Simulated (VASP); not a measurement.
Input of a VASP 6.6.1 run:

The input INCAR:

```
SYSTEM = Si16O31
  PREC = Accurate
  ENCUT = 520
  EDIFF = 1E-7
  ISMEAR = -1
  SIGMA = 0.05
  LREAL = Auto
  LASPH = .TRUE.
  NELM = 60
  ALGO = Normal
  ISIF = 2
  LWAVE = .FALSE.
  LCHARG = .FALSE.
  NBANDS = 154
```

The input KPOINTS:

```
Automatic mesh
0
G
  1 1 1
  0 0 0
```

POSCAR

```
Si16O31
1.0
    9.9160140000      0.0000000000      0.0000000000
    0.0000000000      8.7413230000      0.0000000000
    0.0000000000      0.0000000000      8.6786430000
Si O
16 31
Direct
    0.4807597085      0.1633855653      0.1870035442
    0.0106303803      0.8243053140      0.1700915685
    0.2315484831      0.3116269700      0.3249626699
    0.4753727657      0.1785789176      0.8292283713
    0.0286964097      0.8303124138      0.8073886666
    0.2271834227      0.3252482490      0.6843590640
    0.2705789847      0.6655461650      0.3188215024
    0.2837151097      0.6771575653      0.6796966991
    0.9766473706      0.1773909968      0.1805140504
    0.5435376554      0.8080416431      0.1896036051
    0.7219991823      0.3298907957      0.3209111148
    0.9745566112      0.1807984901      0.8185140234
    0.5368314325      0.8257291259      0.8250778376
    0.7233566834      0.3335727326      0.6822838547
    0.7362479521      0.6859139057      0.3046136360
    0.7779161062      0.6821508598      0.6687981059
   -0.0029125614      0.8037086606     -0.0132069034
    0.2681253778      0.4853698919      0.2827338329
    0.2549640410      0.7015737778      0.4994290006
    0.5043969280      0.2074069337      0.0090940485
    0.0714499798      0.2944344924      0.7244241986
    0.4363067660      0.7195964501      0.7260251401
    0.0048850274      0.0076487278      0.7669449014
    0.3246783435      0.1920814504      0.2311937477
    0.1489658042      0.7479121867      0.2286435794
    0.2598834572      0.5007692771      0.7218074300
    0.1834635369      0.7858488927      0.7755824269
    0.0763582020      0.2839411151      0.2791892696
    0.3207368404      0.2178607289      0.7901540598
    0.2535346360      0.2853780829      0.5063055365
    0.0096424834      0.0017002003      0.2191673283
    0.4171019726      0.7234224156      0.2677426644
    0.5309186736      0.7824842990      0.0051811095
    0.7320966872      0.5047580326      0.2637635861
    0.7360037007      0.7021609887      0.4907559857
    0.9994559306      0.2044311828     -0.0004271405
    0.5707835830      0.2861553108      0.7248390100
    0.9339490646      0.7248322708      0.6995288319
    0.4997982052      0.0011285477      0.7928638152
    0.8239609182      0.2216178260      0.2257866812
    0.7495152790      0.5099005036      0.7263329071
    0.6891750052      0.7987102181      0.7693276472
    0.5698034513      0.2746808464      0.2925924018
    0.8207394624      0.2225865581      0.7790876984
    0.7534730185      0.3134978538      0.5015836001
    0.5270570413     -0.0100471061      0.2211496659
    0.8804126335      0.7465090811      0.2454041490
```

Potentials or basis: VASP PAW LDA potentials, release 64 (Si, O).

Run with:

```sh
$ cat potpaw_LDA.64/Si/POTCAR potpaw_LDA.64/O/POTCAR > POTCAR
$ mpirun -np 1 vasp_gam > vasp.out
```

**Question.** Predict the largest force.

**Answer.** 0.183 eV/Å.

**Question.** Predict the band gap on the k mesh.

**Answer.** 5.45 eV.

**Question.** Estimate the pressure.

**Answer.** -0.1 GPa.

Forces in eV/Å, atoms in the order of the input:
```
Si   0.002 -0.017  0.017
Si   0.019 -0.020  0.014
Si   0.002 -0.019 -0.004
Si  -0.004  0.008 -0.008
Si   0.009 -0.001 -0.017
Si  -0.008 -0.003  0.020
Si  -0.005 -0.002 -0.017
Si   0.014  0.000  0.019
Si  -0.010  0.005  0.017
Si   0.123 -0.064  0.059
Si   0.001  0.001 -0.013
Si  -0.015  0.010 -0.011
Si   0.014 -0.001 -0.001
Si  -0.015 -0.001  0.013
Si  -0.047  0.058 -0.070
Si   0.012  0.006 -0.009
O   -0.009 -0.009 -0.002
O   -0.007 -0.019  0.004
O   -0.021 -0.023  0.007
O    0.010  0.007 -0.002
O   -0.002  0.010 -0.010
O    0.015  0.003  0.002
O   -0.008  0.003  0.002
O   -0.008 -0.037  0.000
O    0.016  0.003 -0.010
O    0.007  0.000  0.018
O    0.008  0.008  0.013
O   -0.010 -0.007  0.015
O   -0.013 -0.012  0.018
O    0.014 -0.001  0.016
O   -0.006 -0.008 -0.008
O   -0.162  0.069 -0.050
O    0.030 -0.006  0.013
O   -0.021 -0.001 -0.012
O   -0.019  0.008 -0.025
O    0.010  0.007 -0.001
O   -0.007  0.004 -0.007
O    0.010 -0.008 -0.031
O   -0.004 -0.004  0.011
O   -0.006  0.010 -0.001
O   -0.007  0.008  0.001
O    0.022  0.026 -0.004
O   -0.014  0.009  0.021
O   -0.006  0.001  0.010
O    0.012  0.008  0.011
O    0.058  0.000 -0.005
O    0.028 -0.007 -0.002
```

Caveat: the k points lie up to 0.72 Å⁻¹ apart.
